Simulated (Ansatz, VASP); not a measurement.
Two plane-wave programs on Ta

POSCAR

```
Ta
1.0
    4.9513374049      0.0000000000      0.0000000000
   -2.4756687025      4.2879839754      0.0000000000
    0.0000000000      0.0000000000      3.0353851048
Ta
3
Direct
    0.0000000000      0.0000000000      0.0000000000
    0.3333333333      0.6666666667      0.5000000000
    0.6666666667      0.3333333333      0.5000000000
```

Contents of INCAR.step1:

```
  PREC = Accurate
  ENCUT = 600
  ISMEAR = 0
  SIGMA = 0.1
  LREAL = F
  LASPH = T
  NELM = 80
  GGA = PE
  ALGO = Normal
  EDIFF = 1E-4
  LWAVE = T
  LCHARG = F
```

File INCAR.step2:

```
  PREC = Accurate
  ENCUT = 600
  EDIFF = 1E-7
  ISMEAR = 0
  SIGMA = 0.1
  LREAL = F
  LASPH = T
  NELM = 80
  ALGO = Normal
  ISIF = 3
  LWAVE = F
  LCHARG = F
  METAGGA = R2SCAN
  LMIXTAU = T
  IBRION = 2
  NSW = 90
  EDIFFG = -0.04
  ISTART = 1
```

Contents of KPOINTS:

```
regular mesh
0
Gamma
  6 6 6
```

Input for Ansatz:

```yaml
crystal:
  lattice:
    - [4.9513374049, 0.0, 0.0]
    - [-2.4756687025, 4.2879839754, 0.0]
    - [0.0, 0.0, 3.0353851048]
  atoms:
    - { symbol: Ta, position: [0.0, 0.0, 0.0] }
    - { symbol: Ta, position: [0.3333333333, 0.6666666667, 0.5] }
    - { symbol: Ta, position: [0.6666666667, 0.3333333333, 0.5] }
basis:
  ecutwfc: 500
kpoints:
  mp_grid: { grid: [6, 6, 6] }
hamiltonian:
  xc: r2scan
scf:
  occupations: { method: gaussian, width: 0.1 }
  lower_state_search: "off"
output:
  forces: true
  stress: true
  eigenvalues: true
relax:
  adjacent_minimum: "off"
  f_tol: 0.04
  max_steps: 70
  cell: { stress_tol: 0.4 }
```

Alike in both runs: task relaxation of cell and atoms; functional r2SCAN; k mesh 6 × 6 × 6; occupations gaussian, width 0.1 eV; no spin polarisation.

|  | VASP | Ansatz |
| --- | --- | --- |
| version | VASP 6.6.1 | Ansatz 0.2.0 |
| potentials or method | VASP PAW PBE potentials, release 64 (Ta_pv), cutoff 600 eV | scalar-relativistic, plane waves, PAW |
| valence electrons in the cell | 33 | 39 |

Ansatz gave:

```
gap on the k mesh at the Fermi level, each at its own relaxed structure (eV) : none
relaxed volume (Å³/atom)                                                     : 18.42
relaxed cell length with the largest relative difference (Å)                 : 4.845
```

Task: Estimate VASP's values.

Result: gap on the k mesh at the Fermi level, each at its own relaxed structure (eV): none; relaxed volume (Å³/atom): 18.51; relaxed cell length with the largest relative difference (Å): 4.853.

VASP's potentials were made for PBE, not for r2SCAN. A gap of «none» marks a metal or a gap that the smearing closes. VASP's potentials hold 33 valence electrons a cell and Ansatz's 39, so a difference there can come from the potentials and not from the codes.

Spin-orbit coupling is off throughout.
